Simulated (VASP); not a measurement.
# ScF3 (R-3m) in VASP: notebook

The runs below take ScF3 through single point, with LDA.

All numbers are computed with VASP 6.6.1; they aren't measurements. Logs are shortened: lines on timing, memory, paths and dates and some standing lists are left out, and cuts for length are marked.

## Step 1: The cell of the first run

The structure is trigonal, space group R-3m (No. 166). Conventional cell: a = 7.149 Å, b = 7.149 Å, c = 4.378 Å, α = 90.00°, β = 90.00°, γ = 120.00°. Within 2.9 Å of Sc (site symmetry -3m) lie 6 F at 2.19 Å. Within 2.9 Å of F (site symmetry 2/m) lie 2 Sc at 2.19 Å and 4 F at 2.53 Å.

## Step 2: Single point, LDA

The input, INCAR:

```
PREC = Accurate
ENCUT = 520
EDIFF = 1E-6
ISMEAR = 0
SIGMA = 0.05
LREAL = F
LASPH = T
NELM = 100
ALGO = Normal
ISIF = 2
LWAVE = F
LCHARG = T
GGA = CA
LELF = T
LVHAR = T
NBANDS = 24
```

The input, KPOINTS:

```
Automatic mesh
0
Gamma
  6 6 6
```

The input, POSCAR:

```
ScF3
1.0
    4.2128085139     -0.8425617028     -0.8425617028
   -0.8425617028      4.2128085139     -0.8425617028
   -0.8425617028     -0.8425617028      4.2128085139
Sc F
1 3
Direct
    0.0000000000      0.0000000000      0.0000000000
    0.5000000000      0.0000000000      0.0000000000
    0.0000000000      0.5000000000      0.0000000000
    0.0000000000      0.0000000000      0.5000000000
```

Potentials or basis: VASP PAW LDA potentials, release 64 (Sc_sv, F).

On the command line:

```sh
$ cat potpaw_LDA.64/Sc_sv/POTCAR potpaw_LDA.64/F/POTCAR > POTCAR
$ mpirun -np 1 vasp_std > vasp.out
```

OUTCAR:

```text
PREC = Accurate
   ENCUT = 520
   EDIFF = 1E-6
   ISMEAR = 0
   LREAL = F
   LASPH = T
   NELM = 100
   ISIF = 2
   GGA = CA

 ion  position               nearest neighbor table
   1  0.000  0.000  0.000-   2 2.19   3 2.19   4 2.19   4 2.19   3 2.19   2 2.19
   2  0.500  0.000  0.000-   1 2.19   1 2.19
   3  0.000  0.500  0.000-   1 2.19   1 2.19
   4  0.000  0.000  0.500-   1 2.19   1 2.19

  LATTYP: Found a body centered cubic cell.
 ALAT       =     5.0553702167

  Lattice vectors:

 A1 = (   4.2128085139,  -0.8425617028,  -0.8425617028)
 A2 = (  -0.8425617028,   4.2128085139,  -0.8425617028)
 A3 = (  -0.8425617028,  -0.8425617028,   4.2128085139)

Analysis of symmetry for initial positions (statically):
=====================================================================
 Subroutine PRICEL returns:
 Original cell was already a primitive cell.

 Routine SETGRP: Setting up the symmetry group for a
 body centered cubic supercell.

 Subroutine GETGRP returns: Found 12 space group operations
 (whereof 12 operations were pure point group operations)
 out of a pool of 48 trial point group operations.

The static configuration has the point symmetry D_3d.

Analysis of symmetry for dynamics (positions and initial velocities):
=====================================================================
 Subroutine PRICEL returns:
 Original cell was already a primitive cell.

 Routine SETGRP: Setting up the symmetry group for a
 body centered cubic supercell.

 Subroutine GETGRP returns: Found 12 space group operations
 (whereof 12 operations were pure point group operations)
 out of a pool of 48 trial point group operations.

The dynamic configuration has the point symmetry D_3d.

 Subroutine INISYM returns: Found 12 space group operations
 (whereof 12 operations are pure point group operations),
 and found     1 'primitive' translations

----------------------------------------------------------------------------------------

                                     Primitive cell

  volume of cell :      64.5995

  direct lattice vectors                    reciprocal lattice vectors
     4.212808514 -0.842561703 -0.842561703     0.263745933  0.065936483  0.065936483
    -0.842561703  4.212808514 -0.842561703     0.065936483  0.263745933  0.065936483
    -0.842561703 -0.842561703  4.212808514     0.065936483  0.065936483  0.263745933

  length of vectors
     4.378079033  4.378079033  4.378079033     0.279744806  0.279744806  0.279744806

  position of ions in fractional coordinates (direct lattice)
     0.000000000  0.000000000  0.000000000
     0.500000000  1.000000000  1.000000000
     1.000000000  0.500000000  1.000000000
     1.000000000  1.000000000  0.500000000

  ion indices of the primitive-cell ions
   primitive index   ion index
                 1           1
                 2           2
                 3           3
                 4           4

----------------------------------------------------------------------------------------

 KPOINTS: Automatic mesh

Automatic generation of k-mesh.
 Grid dimensions read from file:
 generate k-points for:    6    6    6

 Generating k-lattice:

  Cartesian coordinates                     Fractional coordinates (reciprocal lattice)
     0.043957655  0.010989414  0.010989414     0.166666667  0.000000000  0.000000000
     0.010989414  0.043957655  0.010989414     0.000000000  0.166666667  0.000000000
     0.010989414  0.010989414  0.043957655     0.000000000  0.000000000  0.166666667

  Length of vectors
     0.046624134  0.046624134  0.046624134

  Shift w.r.t. Gamma in fractional coordinates (k-lattice)
     0.000000000  0.000000000  0.000000000

 Subroutine IBZKPT returns following result:
 ===========================================

 Found     32 irreducible k-points:

 Following reciprocal coordinates:
            Coordinates               Weight
  0.000000  0.000000  0.000000      1.000000
  0.166667  0.000000  0.000000      6.000000
  0.166667  0.000000 -0.166667      6.000000
  0.333333 -0.000000  0.000000      6.000000
  0.333333  0.000000 -0.333333      6.000000
  0.500000  0.000000  0.000000      3.000000
[... 16 lines left out ...]
  0.166667 -0.166667  0.333333     12.000000
  0.500000  0.500000  0.166667      6.000000
 [... further k-points ...]
   k-points           NKPTS =     32   k-points in BZ     NKDIM =     32   number of bands    NBANDS=     24
   number of dos      NEDOS =    301   number of ions     NIONS =      4
   total plane-waves  NPLWV =  46656
   dimension x,y,z NGX =    36 NGY =   36 NGZ =   36
   dimension x,y,z NGXF=    72 NGYF=   72 NGZF=   72
   ions per type =               1   3
   NGX,Y,Z   is equivalent  to a cutoff of  13.67, 13.67, 13.67 a.u.
   NGXF,Y,Z  is equivalent  to a cutoff of  27.34, 27.34, 27.34 a.u.
 SYSTEM =  unknown system
   PREC   = accura    normal or accurate (medium, high low for compatibility)
   ISTART =      0    job   : 0-new  1-cont  2-samecut
   ICHARG =      2    charge: 1-file 2-atom 10-const
   ISPIN  =      1    spin polarized calculation?
   LNONCOLLINEAR =      F non collinear calculations
   LSORBIT =      F    spin-orbit coupling
   LASPH  =      T    aspherical Exc in radial PAW
   ENCUT  =  520.0 eV  38.22 Ry    6.18 a.u.   8.14  8.14  8.14*2*pi/ulx,y,z
   NELM   =    100;   NELMIN=  2; NELMDL= -5     # of ELM steps
   EDIFF  = 0.1E-05   stopping-criterion for ELM
   LREAL  =      F    real-space projection
   EDIFFG = 0.1E-04   stopping-criterion for IOM
   NSW    =      0    number of steps for IOM
   IBRION =     -1    ionic relax: 0-MD 1-quasi-New 2-CG
   NFREE  =      0    steps in history (QN), initial steepest desc. (CG)
   ISIF   =      2    stress and relaxation
   ISYM   =      2    0-nonsym 1-usesym 2-fastsym
   POTIM  = 0.5000    time-step for ionic-motion
   TEBEG  =    0.0;   TEEND  =   0.0 temperature during run
   PSTRESS=    0.0 pullay stress
   NELECT =      32.0000    total number of electrons
   NUPDOWN=      -1.0000    fix difference up-down
   EMIN   =  10.00;   EMAX   =-10.00  energy-range for DOS
   EFERMI =   0.00;   METHOD = LEGACY
   ISMEAR =     0;   SIGMA  =   0.05  broadening in eV -4-tet -1-fermi 0-gaus
   EFERMI_NEDOS =   21; number of points for ismear=-14 and -15
   IALGO  =     38    algorithm
   IMIX   =      4    mixing-type and parameters
     AMIX     =   0.40;   BMIX     =  1.00
     AMIX_MAG =   1.60;   BMIX_MAG =  1.00
  volume/ion in A,a.u.               =      16.15       108.98
  Fermi-wavevector in a.u.,A,eV,Ry     =   1.295334  2.447827 22.829091  1.677891
  Thomas-Fermi vector in A             =   2.426861
   LORBIT       =      0    0 simple, 1 ext, 2 COOP (PROOUT), +10 PAW based schemes
   GGA     = CA    functional components
   LHFCALC =     F    Hartree Fock is set to
   AEXX    =    0.0000 exact exchange contribution
   IVDW    =     0    specifies the selected vdW correction
   LEPSILON=     F    determine dielectric tensor
   LRPA    =     F    only Hartree local field effects (RPA)
 non-spin polarized calculation
 Gauss-broadening in eV      SIGMA  =   0.05
  energy-cutoff  :      520.00
  volume of cell :       64.60
 maximum number of plane-waves:      1755
 NGX is ok and might be reduce to    36
   NGX = 17   NGY = 17   NGZ = 17

 number of electron      32.0000012 magnetization

 Free energy of the ion-electron system (eV)
  ---------------------------------------------------
  ext. energy  EPLUGINS =         0.00000000
  ---------------------------------------------------
  free energy    TOTEN  =       -27.15640849 eV

  energy without entropy =      -27.15640849  energy(sigma->0) =      -27.15640849

 E-fermi :  -1.6926     XC(G=0):  -9.1553

 val. band max:       -2.0239749963   @ k =   0.5000   0.5000   0.5000
 cond. band min:       0.5955409963   @ k =   0.0000   0.0000   0.0000
 fundamental gap:      2.6195159927
 Fermi energy:        -1.6926499331

 k-point     1 :       0.0000    0.0000    0.0000
  band No.  band energies     occupation
      1     -50.3908      2.00000
      2     -29.4404      2.00000
      3     -29.1581      2.00000
      4     -29.1581      2.00000
      5     -22.4955      2.00000
      6     -21.7397      2.00000
[... 16 lines left out ...]
     23      11.8201      0.00000
     24      11.8201      0.00000

 k-point     2 :       0.1667    0.0000    0.0000
  band No.  band energies     occupation
      1     -50.3905      2.00000
      2     -29.4444      2.00000
      3     -29.1786      2.00000
      4     -29.1579      2.00000
      5     -22.4287      2.00000
      6     -21.7462      2.00000
[... 16 lines left out ...]
     23      10.6011      0.00000
     24      11.6111      0.00000

 k-point     3 :       0.1667    0.0000   -0.1667
  band No.  band energies     occupation
      1     -50.3903      2.00000
      2     -29.4449      2.00000
      3     -29.1901      2.00000
      4     -29.1676      2.00000
      5     -22.3956      2.00000
      6     -21.7559      2.00000
[... 16 lines left out ...]
     23      10.7162      0.00000
     24      10.8155      0.00000

 k-point     4 :       0.3333   -0.0000    0.0000
  band No.  band energies     occupation
      1     -50.3899      2.00000
      2     -29.4536      2.00000
      3     -29.2174      2.00000
      4     -29.1575      2.00000
      5     -22.2936      2.00000
      6     -21.7594      2.00000
[... 16 lines left out ...]
     23       8.7479      0.00000
     24      11.3606      0.00000

 k-point     5 :       0.3333    0.0000   -0.3333
  band No.  band energies     occupation
      1     -50.3893      2.00000
      2     -29.4548      2.00000
      3     -29.2525      2.00000
      4     -29.1855      2.00000
      5     -22.1719      2.00000
      6     -21.8125      2.00000
[... 451 lines left out ...]
 k-point    22 :      -0.3333    0.3333    0.1667
  band No.  band energies     occupation
      1     -50.3890      2.00000
      2     -29.4575      2.00000
      3     -29.2517      2.00000
      4     -29.2072      2.00000
      5     -22.1178      2.00000
      6     -21.8182      2.00000
[... 16 lines left out ...]
     23       8.9936      0.00000
     24       9.9134      0.00000

 k-point    23 :       0.1667   -0.1667    0.3333
  band No.  band energies     occupation
      1     -50.3894      2.00000
      2     -29.4566      2.00000
      3     -29.2284      2.00000
      4     -29.1888      2.00000
      5     -22.2023      2.00000
      6     -21.8078      2.00000
[... 16 lines left out ...]
     23       8.8715      0.00000
     24      10.6223      0.00000

 k-point    24 :       0.5000    0.5000    0.1667
  band No.  band energies     occupation
      1     -50.3885      2.00000
      2     -29.4625      2.00000
      3     -29.2819      2.00000
      4     -29.2158      2.00000
      5     -21.9589      2.00000
      6     -21.8891      2.00000
[... 16 lines left out ...]
     23       7.7808      0.00000
     24       9.6908      0.00000

 [... further k-points ...]
[... 5 lines left out ...]
  --------------------------------------------------------------------------------------
  -------------------------------------------------------------------------------------
  Total       -6.7067402     -6.7067402     -6.7067402      3.7008623      3.7008623      3.7008623
  in kB     -166.3386463   -166.3386463   -166.3386463     91.7877265     91.7877265     91.7877265
  external PRESSURE =    -166.3386463 kB  Pullay stress =       0.0000000 kB

 VOLUME and BASIS-vectors are now :
 -----------------------------------------------------------------------------
  energy-cutoff  :      520.00
  volume of cell :       64.60
      direct lattice vectors                 reciprocal lattice vectors
     4.212808514 -0.842561703 -0.842561703     0.263745933  0.065936483  0.065936483
    -0.842561703  4.212808514 -0.842561703     0.065936483  0.263745933  0.065936483
    -0.842561703 -0.842561703  4.212808514     0.065936483  0.065936483  0.263745933

 POSITION                                       TOTAL-FORCE (eV/Angst)
 -----------------------------------------------------------------------------------
      0.00000      0.00000      0.00000        -0.000000      0.000000      0.000000
      2.10640     -0.42128     -0.42128         0.000000     -0.000000     -0.000000
     -0.42128      2.10640     -0.42128        -0.000000      0.000000      0.000000
     -0.42128     -0.42128      2.10640         0.000000     -0.000000      0.000000
 -----------------------------------------------------------------------------------
    total drift:                                0.000000      0.000000     -0.000000

  FREE ENERGIE OF THE ION-ELECTRON SYSTEM (eV)
  ---------------------------------------------------
  free  energy   TOTEN  =       -27.1564084936 eV

  energy  without entropy=      -27.1564084936  energy(sigma->0) =      -27.15640849
```

Wall time 25 s (1 thread of Intel Xeon 6975P-C (Granite Rapids), shared host); peak memory 0.19 GiB.

What came out:

```
Free energy            : -27.1564 eV
Pressure               : -16.6 GPa
Band gap on the k mesh : 2.62 eV, indirect (least direct gap 2.73 eV)
```

Levels at points of the mesh, in eV from the valence-band top:
| k point | band 12 | band 13 | band 14 | band 15 | band 16 | band 17 | band 18 | band 19 | band 20 | band 21 |
| --- | --- | --- | --- | --- | --- | --- | --- | --- | --- | --- |
| (0.00, 0.00, 0.00) | -1.85 | -1.85 | -0.73 | -0.11 | -0.11 | 2.62 | 3.41 | 3.41 | 4.43 | 4.43 |
| (0.50, 0.00, 0.00) | -1.98 | -1.86 | -1.55 | -1.09 | -0.26 | 3.55 | 3.73 | 4.06 | 4.64 | 5.43 |
| (0.50, 0.00, 0.50) | -1.86 | -1.56 | -1.54 | -1.48 | -0.24 | 3.29 | 4.12 | 4.22 | 5.01 | 6.44 |
| (0.50, 0.50, 0.50) | -3.08 | -1.55 | -0.42 | -0.42 | 0.00 | 4.14 | 4.40 | 4.40 | 6.47 | 6.47 |

(Continued in part 2 of 2.)
